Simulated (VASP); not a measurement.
# K4Mg3CrF12 (P1) in VASP: single point with PBEsol+U

Aim: the single point of K4Mg3CrF12 with PBEsol+U.

Program: VASP 6.6.1. These are calculated values, not measurements. Logs are shortened: lines on timing, memory, paths and dates and some standing lists are left out, and cuts for length are marked.

**1. The cell of the first run**

The typed cell holds 20 atoms: a = 5.642 Å, b = 5.642 Å, c = 7.979 Å, α = 90.00°, β = 90.00°, γ = 90.00°.

**2. Single point, PBEsol+U, collinear spin, ferromagnetic start**

INCAR

```
PREC = Accurate ; ENCUT = 520
EDIFF = 1E-6 ; ISMEAR = 0
SIGMA = 0.05 ; LREAL = Auto
LASPH = T ; NELM = 150
ALGO = Normal ; ISIF = 2
LWAVE = F ; LCHARG = F
ISPIN = 2 ; MAGMOM = 0 0 0 0 3.41 0 0 0 0.02 0 0.02 0 0 0 0 0 0.02 0.02 0 0
LORBIT = 11 ; LMAXMIX = 4
LDAU = T ; LDAUTYPE = 2
LDAUL = -1 2 -1 -1 ; LDAUU = 0 5 0 0
LDAUJ = 0 0 0 0 ; LDAUPRINT = 1
GGA = PS ; NBANDS = 89
```

KPOINTS

```
Automatic mesh
0
Gamma
  3 3 2
```

POSCAR

```
K4Mg3CrF12
1.0
    3.9897000000      3.9897000000      0.0000000000
   -3.9897000000      3.9897000000      0.0000000000
    0.0000000000      0.0000000000      7.9794000000
K Cr Mg F
4 1 3 12
Direct
    0.4988893021      0.0018648367      0.2530472335
    0.4990317197      0.0018403923      0.7476045562
    0.9993365411      0.5018595041      0.2530659132
    0.9993861172      0.5018211857      0.7477502976
    0.9991242115      0.0017635972      0.0003920118
    0.9992725225      0.0017388769      0.5003588094
    0.4991846536      0.5017944657      0.0003277598
    0.4992490130      0.5017438776      0.5003676735
    0.2608058201      0.7371975277      0.0003385813
    0.2500324681      0.7506377736      0.5003758250
    0.7362311195      0.2649776085      0.9999831553
    0.7483457884      0.2525413213      0.5003875933
    0.2476927088      0.2488637949      0.0001618060
    0.2502598112      0.2524699961      0.5006375130
    0.7503402882      0.7543971436      0.0007470957
    0.7482637200      0.7507050845      0.5000890354
    0.9997230182      0.0016759065      0.2603785094
    0.9989594495      0.0009547548      0.7403703148
    0.4988244059      0.5011593605      0.2510063677
    0.4991264340      0.5019425099      0.7496213002
```

Potentials or basis: VASP PAW PBE potentials, release 64 (K_sv, Cr_pv, Mg, F).

On the command line:

```bash
$ cat potpaw_PBE.64/K_sv/POTCAR potpaw_PBE.64/Cr_pv/POTCAR potpaw_PBE.64/Mg/POTCAR potpaw_PBE.64/F/POTCAR > POTCAR
$ mpirun -np 1 vasp_std > vasp.out
```

OUTCAR:

```text
PREC = Accurate
   ENCUT = 520
   EDIFF = 1E-6
   ISMEAR = 0
   LREAL = Auto
   LASPH = T
   NELM = 150
   ISIF = 2
   ISPIN = 2
   LORBIT = 11
   GGA = PS

 ion  position               nearest neighbor table
   1  0.499  0.002  0.253-  14 2.81  16 2.81  10 2.81  12 2.81  17 2.82  19 2.82  19 2.83  17 2.83
                            15 2.83  13 2.83  11 2.84   9 2.85   6 3.44   8 3.44   8 3.44   6 3.44
   2  0.499  0.002  0.748-  14 2.80  12 2.81  10 2.81  16 2.81  20 2.82  18 2.82  20 2.82  18 2.82
                            13 2.83  15 2.84  11 2.84   9 2.85   6 3.44   8 3.44   8 3.44   6 3.44
   3  0.999  0.502  0.253-  16 2.80  10 2.80  12 2.81  14 2.81  19 2.82  17 2.82  17 2.82  19 2.82
                             9 2.83  15 2.84  11 2.84  13 2.84   6 3.44   8 3.44   8 3.44   6 3.44
   4  0.999  0.502  0.748-  10 2.80  14 2.81  12 2.81  16 2.81  18 2.82  20 2.82  20 2.82  18 2.83
                             9 2.83  11 2.84  13 2.84  15 2.84   8 3.44   6 3.44   6 3.44   8 3.44
   5  0.999  0.002  0.000-  13 1.98  15 1.98  17 2.07  18 2.07  11 2.10   9 2.10   1 3.47   3 3.47
                             4 3.47   2 3.47   4 3.47   3 3.47   2 3.47   1 3.47
   6  0.999  0.002  0.500-  17 1.91  18 1.92  14 2.00  12 2.00  10 2.00  16 2.00   1 3.44   2 3.44
                             3 3.44   4 3.44   3 3.44   4 3.44   2 3.44   1 3.44
   7  0.499  0.502  0.000-   9 1.89  11 1.89  19 2.00  20 2.00  15 2.01  13 2.01   4 3.47   3 3.47
                             1 3.47   2 3.47   2 3.47   4 3.47   1 3.47   3 3.47
   8  0.499  0.502  0.500-  16 1.99  10 1.99  14 1.99  12 1.99  20 1.99  19 1.99   2 3.44   1 3.44
                             3 3.44   4 3.44   2 3.44   3 3.44   1 3.44   4 3.44
   9  0.261  0.737  0.000-   7 1.89   5 2.10   4 2.83   3 2.83   1 2.85   2 2.85
  10  0.250  0.751  0.500-   8 1.99   6 2.00   3 2.80   4 2.80   2 2.81   1 2.81
  11  0.736  0.265  1.000-   7 1.89   5 2.10   4 2.84   2 2.84   3 2.84   1 2.84
  12  0.748  0.253  0.500-   8 1.99   6 2.00   2 2.81   1 2.81   3 2.81   4 2.81
  13  0.248  0.249  0.000-   5 1.98   7 2.01   2 2.83   1 2.83   4 2.84   3 2.84
  14  0.250  0.252  0.501-   8 1.99   6 2.00   2 2.80   1 2.81   4 2.81   3 2.81
  15  0.750  0.754  0.001-   5 1.98   7 2.01   1 2.83   2 2.84   3 2.84   4 2.84
  16  0.748  0.751  0.500-   8 1.99   6 2.00   3 2.80   1 2.81   4 2.81   2 2.81
  17  1.000  0.002  0.260-   6 1.91   5 2.07   1 2.82   3 2.82   3 2.82   1 2.83
  18  0.999  0.001  0.740-   6 1.92   5 2.07   4 2.82   2 2.82   2 2.82   4 2.83
  19  0.499  0.501  0.251-   8 1.99   7 2.00   1 2.82   3 2.82   3 2.82   1 2.83
  20  0.499  0.502  0.750-   8 1.99   7 2.00   4 2.82   2 2.82   2 2.82   4 2.82

  LATTYP: Found a simple tetragonal cell.
 ALAT       =     5.6422878498
 C/A-ratio  =     1.4142135624

  Lattice vectors:

 A1 = (   3.9897000000,   3.9897000000,   0.0000000000)
 A2 = (  -3.9897000000,   3.9897000000,   0.0000000000)
 A3 = (   0.0000000000,   0.0000000000,   7.9794000000)

Analysis of symmetry for initial positions (statically):
=====================================================================
 Subroutine PRICEL returns:
 Original cell was already a primitive cell.

[... 248 lines left out ...]

 spin component 1

 k-point     1 :       0.0000    0.0000    0.0000
  band No.  band energies     occupation
      1     -41.0661      1.00000
      2     -40.4448      1.00000
      3     -40.2714      1.00000
      4     -26.9810      1.00000
      5     -26.9510      1.00000
      6     -26.9305      1.00000
[... 829 lines left out ...]
     80       9.5521      0.00000
     81       9.5904      0.00000
 Fermi energy:         2.5845260285

 spin component 2

 k-point     1 :       0.0000    0.0000    0.0000
  band No.  band energies     occupation
      1     -37.8662      1.00000
      2     -36.4712      1.00000
      3     -36.1411      1.00000
      4     -26.9808      1.00000
      5     -26.9508      1.00000
      6     -26.9304      1.00000
[... 829 lines left out ...]
     80       9.7427      0.00000
     81       9.9258      0.00000
 [bands above 81 left out]

------------------------ aborting loop because EDIFF is reached ----------------------------------------

  FORCE on cell =-STRESS in cart. coord.  units (eV):
  Direction    XX          YY          ZZ          XY          YZ          ZX
  --------------------------------------------------------------------------------------
  -------------------------------------------------------------------------------------
  Total        6.3059996      2.5524622      4.9747900      0.0012071      0.0038082      0.0042787
  in kB       39.7725842     16.0986401     31.3765091      0.0076136      0.0240187      0.0269859
  external PRESSURE =      29.0825778 kB  Pullay stress =       0.0000000 kB

 VOLUME and BASIS-vectors are now :
 -----------------------------------------------------------------------------
  energy-cutoff  :      520.00
  volume of cell :      254.03
      direct lattice vectors                 reciprocal lattice vectors
     3.989700000  3.989700000  0.000000000     0.125322706  0.125322706  0.000000000
    -3.989700000  3.989700000  0.000000000    -0.125322706  0.125322706  0.000000000
     0.000000000  0.000000000  7.979400000     0.000000000  0.000000000  0.125322706

 POSITION                                       TOTAL-FORCE (eV/Angst)
 -----------------------------------------------------------------------------------
      1.98298      1.99786      2.01917         0.003335     -0.000260      0.010166
      1.98364      1.99833      5.96544        -0.000389      0.000936     -0.012286
      1.98478      5.98932      2.01931         0.000064     -0.002799      0.008771
      1.98513      5.98937      5.96660        -0.004363     -0.002862     -0.014752
      3.97917      3.99324      0.00313         0.006197     -0.020508     -0.003895
      3.97986      3.99374      3.99256        -0.001606     -0.005908      0.003665
[... 12 lines left out ...]
     -0.00932      3.98964      2.00288         0.001543      0.004949      0.013896
     -0.01124      3.99396      5.98153         0.001356      0.004398     -0.008004
 -----------------------------------------------------------------------------------
    total drift:                               -0.033124      0.006876      0.011856

  FREE ENERGIE OF THE ION-ELECTRON SYSTEM (eV)
  ---------------------------------------------------
  free  energy   TOTEN  =      -103.3534873579 eV

  energy  without entropy=     -103.3534873579  energy(sigma->0) =     -103.35348736

 total charge

# of ion       s       p       d       tot
------------------------------------------
    1        1.954   5.577   0.028   7.560
    2        1.954   5.577   0.028   7.560
    3        1.954   5.577   0.028   7.560
    4        1.954   5.577   0.028   7.560
    5        0.184   6.200   4.173  10.558
    6        0.134   0.174   0.087   0.395
[... 12 lines left out ...]
   19        1.728   4.394   0.000   6.122
   20        1.728   4.395   0.000   6.122
--------------------------------------------------
tot         29.145  81.761   4.545 115.451

 magnetization (x)

# of ion       s       p       d       tot
------------------------------------------
    1       -0.000   0.000   0.000   0.000
    2       -0.000   0.000   0.000   0.000
    3       -0.000   0.000   0.000   0.000
    4       -0.000   0.000   0.000   0.000
    5        0.019   0.021   3.736   3.777
    6        0.001   0.001   0.000   0.002
[... 12 lines left out ...]
   19        0.000   0.000   0.000   0.000
   20        0.000   0.000   0.000   0.000
--------------------------------------------------
tot          0.027   0.072   3.737   3.836
```

Run time: 13 min. Hardware: 1 thread of Intel Xeon Platinum 8488C (Sapphire Rapids), shared host; peak memory 0.56 GiB.

What came out:

| Quantity | Value |
| --- | --- |
| Free energy | -103.3535 eV |
| Pressure | 2.9 GPa |
| Largest force | 0.421 eV/Å |
| Band gap on the k mesh | 3.27 eV (least direct gap 3.31 eV) |
| Net moment | 4.00 μB per cell |
| Site moments | K +0.00; Cr +3.78; Mg +0.00; F +0.02, +0.00, +0.01 (each value once) μB |
| Valence electrons inside the program's atomic spheres | K 7.56; Cr 10.56; Mg 0.40, 0.38 (each value once); F 6.13, 6.12 (each value once) |

Forces on the atoms (eV/Å):
```
K    0.003  0.000  0.010
K    0.000  0.001 -0.012
K    0.000 -0.003  0.009
K   -0.004 -0.003 -0.015
Cr   0.006 -0.021 -0.004
Mg  -0.002 -0.006  0.004
Mg  -0.001 -0.008 -0.001
Mg   0.000 -0.002 -0.002
F    0.031  0.008  0.003
F   -0.006  0.002  0.000
F   -0.031  0.008  0.003
F    0.007 -0.001  0.001
F    0.005  0.421 -0.001
F   -0.001 -0.008  0.001
F    0.000 -0.413 -0.001
F   -0.003  0.009 -0.001
F   -0.005  0.001  0.057
F   -0.002  0.004 -0.059
F    0.002  0.005  0.014
F    0.001  0.004 -0.008
```

Levels at points of the mesh, in eV from the valence-band top:
Spin up:
```tsv
k point	band 67	band 68	band 69	band 70	band 71	band 72	band 73	band 74	band 75	band 76
(0.00, 0.00, 0.00)	-3.71	-1.78	-1.76	-1.24	-0.04	3.27	3.67	6.13	6.16	6.19
(0.00, 0.00, 0.50)	-3.71	-1.78	-1.75	-1.23	-0.03	3.62	4.25	4.47	6.62	6.70
```
Spin down:
```tsv
k point	band 65	band 66	band 67	band 68	band 69	band 70
(0.00, 0.00, 0.00)	-3.79	-3.71	-3.71	3.46	5.59	5.62
(0.00, 0.00, 0.50)	-3.98	-3.90	-3.71	4.46	4.49	5.58
```

Eigenvalues of the final occupation matrices:
| site | spin | trace | eigenvalues |
| --- | --- | --- | --- |
| site 5 d | 1 | 3.97 | 0.13 0.94 0.95 0.95 1.00 |
| site 5 d | 2 | 0.23 | 0.02 0.02 0.02 0.07 0.10 |

Caveat: the PAW data sets were made with another functional, which shifts forces and pressure a little; a cell with one magnetic atom can't hold antiferromagnetic order, which such compounds often take. The state reached can hang on the start; a lower one may exist.
